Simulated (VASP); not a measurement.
# BN (Cmcm) in VASP: a series of runs

BN is run at these levels: LDA; tasks: single point.

Program: VASP 6.6.1. These are calculated values, not measurements. Logs are shortened: lines on timing, memory, paths and dates and some standing lists are left out, and cuts for length are marked.

### Step 1. The cell of the first run

Symmetry: Cmcm, No. 63, orthorhombic system. The conventional cell has a = 2.580 Å, b = 4.310 Å, c = 6.495 Å, α = 90.00°, β = 90.00°, γ = 90.00°. B (site symmetry m2m) has 3 N at 1.45 to 1.47 Å within 1.9 Å. N (site symmetry m2m) has 3 B at 1.45 to 1.47 Å within 1.9 Å.

### Step 2. Single point, LDA (normal strain along x +0.0367, normal strain along z +0.0000)

Contents of INCAR:

```
ALGO     = Normal         # electronic algorithm
EDIFF    = 1E-6           # SCF threshold, eV
ENCUT    = 520            # plane-wave cutoff, eV
GGA      = CA             # functional
ISIF     = 2              # what is computed and relaxed
ISMEAR   = 0              # smearing method
LASPH    = T              # aspherical terms in the spheres
LCHARG   = F              # write CHGCAR
LREAL    = F              # projectors in reciprocal space
LWAVE    = F              # write WAVECAR
NBANDS   = 16             # bands
NELM     = 100            # most SCF steps
PREC     = Accurate       # precision mode
SIGMA    = 0.05           # smearing width, eV
```

Contents of KPOINTS:

```
k-points
0
Gamma
  12 12 4
```

Contents of POSCAR:

```
BN
1.0
    2.5796742231      0.0000000000      0.0000000000
   -1.2898371116      2.1549757989      0.0000000000
    0.0000000000      0.0000000000      6.4952714932
B N
2 2
Direct
    0.3399318095      0.6798636189      0.2500000000
    0.6600681905      0.3201363811      0.7500000000
    0.3245308109      0.6490616218      0.7500000000
    0.6754691891      0.3509383782      0.2500000000
```

Potentials or basis: VASP PAW LDA potentials, release 64 (B, N).

Started as:

```sh
$ cat potpaw_LDA.64/B/POTCAR potpaw_LDA.64/N/POTCAR > POTCAR
$ mpirun -np 1 vasp_std > vasp.out
```

OUTCAR:

```text
EDIFF = 1E-6
   ENCUT = 520
   GGA = CA
   ISIF = 2
   ISMEAR = 0
   LASPH = T
   LREAL = F
   NELM = 100
   PREC = Accurate

 ion  position               nearest neighbor table
   1  0.340  0.680  0.250-   4 1.45   4 1.47   4 1.47
   2  0.660  0.320  0.750-   3 1.45   3 1.47   3 1.47
   3  0.325  0.649  0.750-   2 1.45   2 1.47   2 1.47
   4  0.675  0.351  0.250-   1 1.45   1 1.47   1 1.47

  Warning from LATTYP: Monoclinic adjustment (A1->A3, A2->A1, A3->A2)!
  LATTYP: Found a base centered orthorhombic cell.
 ALAT       =     2.5796742231
 B/A-ratio  =     1.6707348390
 C/A-ratio  =     2.5178650215

  Lattice vectors:

 A1 = (   1.2898371116,  -2.1549757989,   0.0000000000)
 A2 = (   1.2898371115,   2.1549757989,   0.0000000000)
 A3 = (   0.0000000000,   0.0000000000,   6.4952714932)

Analysis of symmetry for initial positions (statically):
=====================================================================
 Subroutine PRICEL returns:
 Original cell was already a primitive cell.

 Routine SETGRP: Setting up the symmetry group for a
 base centered orthorhombic supercell.

 Subroutine GETGRP returns: Found  8 space group operations
 (whereof  4 operations were pure point group operations)
 out of a pool of  8 trial point group operations.

The static configuration has the point symmetry C_2h.
 The point group associated with its full space group is D_2h.

Analysis of symmetry for dynamics (positions and initial velocities):
=====================================================================
 Subroutine PRICEL returns:
 Original cell was already a primitive cell.

 Routine SETGRP: Setting up the symmetry group for a
 base centered orthorhombic supercell.

 Subroutine GETGRP returns: Found  8 space group operations
 (whereof  4 operations were pure point group operations)
 out of a pool of  8 trial point group operations.

The dynamic configuration has the point symmetry C_2h.
 The point group associated with its full space group is D_2h.

 Subroutine INISYM returns: Found  8 space group operations
 (whereof  4 operations are pure point group operations),
 and found     1 'primitive' translations

----------------------------------------------------------------------------------------
[... 89 lines left out ...]
   ISTART =      0    job   : 0-new  1-cont  2-samecut
   ICHARG =      2    charge: 1-file 2-atom 10-const
   ISPIN  =      1    spin polarized calculation?
   LNONCOLLINEAR =      F non collinear calculations
   LSORBIT =      F    spin-orbit coupling
   LASPH  =      T    aspherical Exc in radial PAW
   ENCUT  =  520.0 eV  38.22 Ry    6.18 a.u.   4.80  4.67 12.08*2*pi/ulx,y,z
   NELM   =    100;   NELMIN=  2; NELMDL= -5     # of ELM steps
   EDIFF  = 0.1E-05   stopping-criterion for ELM
   LREAL  =      F    real-space projection
   EDIFFG = 0.1E-04   stopping-criterion for IOM
   NSW    =      0    number of steps for IOM
   IBRION =     -1    ionic relax: 0-MD 1-quasi-New 2-CG
   NFREE  =      0    steps in history (QN), initial steepest desc. (CG)
   ISIF   =      2    stress and relaxation
   ISYM   =      2    0-nonsym 1-usesym 2-fastsym
   POTIM  = 0.5000    time-step for ionic-motion
   TEBEG  =    0.0;   TEEND  =   0.0 temperature during run
   PSTRESS=    0.0 pullay stress
   NELECT =      16.0000    total number of electrons
   NUPDOWN=      -1.0000    fix difference up-down
   EMIN   =  10.00;   EMAX   =-10.00  energy-range for DOS
   EFERMI =   0.00;   METHOD = LEGACY
   ISMEAR =     0;   SIGMA  =   0.05  broadening in eV -4-tet -1-fermi 0-gaus
   EFERMI_NEDOS =   21; number of points for ismear=-14 and -15
   IALGO  =     38    algorithm
   IMIX   =      4    mixing-type and parameters
     AMIX     =   0.40;   BMIX     =  1.00
     AMIX_MAG =   1.60;   BMIX_MAG =  1.00
  volume/ion in A,a.u.               =       9.03        60.92
  Fermi-wavevector in a.u.,A,eV,Ry     =   1.248092  2.358552 21.194256  1.557734
  Thomas-Fermi vector in A             =   2.382194
   LORBIT       =      0    0 simple, 1 ext, 2 COOP (PROOUT), +10 PAW based schemes
   GGA     = CA    functional components
   LHFCALC =     F    Hartree Fock is set to
   AEXX    =    0.0000 exact exchange contribution
   IVDW    =     0    specifies the selected vdW correction
   LEPSILON=     F    determine dielectric tensor
   LRPA    =     F    only Hartree local field effects (RPA)
 non-spin polarized calculation
 Gauss-broadening in eV      SIGMA  =   0.05
  energy-cutoff  :      520.00
  volume of cell :       36.11
 maximum number of plane-waves:       984
   NGX =  9   NGY =  9   NGZ = 25

 number of electron      16.0000000 magnetization

 Free energy of the ion-electron system (eV)
  ---------------------------------------------------
  ext. energy  EPLUGINS =         0.00000000
  ---------------------------------------------------
  free energy    TOTEN  =       -38.46345460 eV

  energy without entropy =      -38.46345460  energy(sigma->0) =      -38.46345460

 E-fermi :   2.5304     XC(G=0): -10.5836

 val. band max:        2.2842633932   @ k =   0.2500   0.3333   0.0000
 cond. band min:       6.1410196355   @ k =   0.5000   0.0000   0.0000
 fundamental gap:      3.8567562423
 Fermi energy:         2.5303530641

 k-point     1 :       0.0000    0.0000    0.0000
  band No.  band energies     occupation
      1     -15.2344      2.00000
      2     -14.8593      2.00000
      3      -4.0838      2.00000
      4      -1.6021      2.00000
      5       0.6305      2.00000
      6       0.6844      2.00000
[... 433 lines left out ...]
      3      -6.2934      2.00000
      4      -6.1991      2.00000
      5      -3.0967      2.00000
      6      -2.9964      2.00000
[... 8 lines left out ...]
     15      16.4933      0.00000
     16      20.5048      0.00000

 [... further k-points ...]
[... 5 lines left out ...]
  --------------------------------------------------------------------------------------
  -------------------------------------------------------------------------------------
  Total       -6.6803898     -1.3740811     -0.0638339      0.0000000      0.0000000      0.0000000
  in kB     -296.4202141    -60.9703065     -2.8324176      0.0000000      0.0000000      0.0000000
  external PRESSURE =    -120.0743127 kB  Pullay stress =       0.0000000 kB

 VOLUME and BASIS-vectors are now :
 -----------------------------------------------------------------------------
  energy-cutoff  :      520.00
  volume of cell :       36.11
      direct lattice vectors                 reciprocal lattice vectors
     2.579674223  0.000000000  0.000000000     0.387645847  0.232021167  0.000000000
    -1.289837112  2.154975799  0.000000000     0.000000000  0.464042334  0.000000000
     0.000000000  0.000000000  6.495271493     0.000000000  0.000000000  0.153958153

 POSITION                                       TOTAL-FORCE (eV/Angst)
 -----------------------------------------------------------------------------------
      0.00000      1.46509      1.62382         0.000000     -0.010724     -0.000000
      1.28984      0.68989      4.87145        -0.000000      0.010724     -0.000000
     -0.00000      1.39871      4.87145         0.000000     -0.010572      0.000000
      1.28984      0.75626      1.62382        -0.000000      0.010572     -0.000000
 -----------------------------------------------------------------------------------
    total drift:                               -0.000000      0.000000      0.000000

  FREE ENERGIE OF THE ION-ELECTRON SYSTEM (eV)
  ---------------------------------------------------
  free  energy   TOTEN  =       -38.4634546033 eV

  energy  without entropy=      -38.4634546033  energy(sigma->0) =      -38.46345460
```

OSZICAR:

```text
N       E                     dE             d eps       ncg     rms          rms(c)
DAV:   1     0.418822783116E+02    0.41882E+02   -0.79886E+03  4136   0.924E+02
DAV:   2    -0.393037071445E+02   -0.81186E+02   -0.74295E+02  5720   0.207E+02
DAV:   3    -0.421275294807E+02   -0.28238E+01   -0.28131E+01  5368   0.378E+01
DAV:   4    -0.421421679735E+02   -0.14638E-01   -0.14636E-01  5184   0.313E+00
DAV:   5    -0.421422937914E+02   -0.12582E-03   -0.12582E-03  5368   0.273E-01    0.107E+01
DAV:   6    -0.388788287768E+02    0.32635E+01   -0.55533E+00  5024   0.177E+01    0.461E+00
DAV:   7    -0.385768887845E+02    0.30194E+00   -0.40176E-01  5680   0.446E+00    0.291E+00
DAV:   8    -0.384691606490E+02    0.10773E+00   -0.26386E-01  5480   0.341E+00    0.475E-01
DAV:   9    -0.384634648258E+02    0.56958E-02   -0.15936E-02  4728   0.967E-01    0.175E-01
DAV:  10    -0.384634414678E+02    0.23358E-04   -0.72280E-04  5552   0.199E-01    0.264E-02
DAV:  11    -0.384634530499E+02   -0.11582E-04   -0.23011E-05  4888   0.386E-02    0.160E-02
DAV:  12    -0.384634546872E+02   -0.16373E-05   -0.48908E-06  5056   0.157E-02    0.236E-03
DAV:  13    -0.384634546033E+02    0.83852E-07   -0.34565E-07  2808   0.442E-03
   1 F= -.38463455E+02 E0= -.38463455E+02  d E =-.591101E-14
```

Run time: 32 s. Hardware: 1 thread of Intel Xeon Platinum 8559C (Emerald Rapids), shared host; peak memory 0.17 GiB.

Results:

```
Free energy            : -38.4635 eV
Pressure               : -12.0 GPa
Largest force          : 0.011 eV/Å
Band gap on the k mesh : 3.86 eV, indirect (least direct gap 4.20 eV)
```

Forces on the atoms (eV/Å):
```
B    0.000 -0.011  0.000
B    0.000  0.011  0.000
N    0.000 -0.011  0.000
N    0.000  0.011  0.000
```

Levels at points of the mesh, in eV from the valence-band top:
| k point | band 4 | band 5 | band 6 | band 7 | band 8 | band 9 | band 10 | band 11 | band 12 | band 13 |
| --- | --- | --- | --- | --- | --- | --- | --- | --- | --- | --- |
| (0.00, 0.00, 0.00) | -3.89 | -1.65 | -1.60 | -1.31 | -1.27 | 4.98 | 10.06 | 10.78 | 10.81 | 10.96 |
| (0.50, 0.00, 0.00) | -8.81 | -4.01 | -3.92 | -1.72 | -0.55 | 3.86 | 5.37 | 9.32 | 9.82 | 12.08 |
| (0.00, 0.50, 0.00) | -8.64 | -4.60 | -4.51 | -1.46 | -0.24 | 3.95 | 5.59 | 8.52 | 8.69 | 12.33 |
| (0.00, 0.00, 0.50) | -5.28 | -1.63 | -1.63 | -1.29 | -1.29 | 7.46 | 7.46 | 10.87 | 10.87 | 11.14 |
| (0.50, 0.00, 0.50) | -8.86 | -3.97 | -3.97 | -1.10 | -1.10 | 4.31 | 4.31 | 9.81 | 9.81 | 13.00 |
| (0.00, 0.50, 0.50) | -8.70 | -4.56 | -4.56 | -0.83 | -0.83 | 4.51 | 4.51 | 8.75 | 8.75 | 13.10 |

Caveat: the cell differs from its parent crystal (normal strain along x +0.0367, normal strain along z +0.0000). A k mesh can miss the band edges.

(Continued in part 2 of 2.)
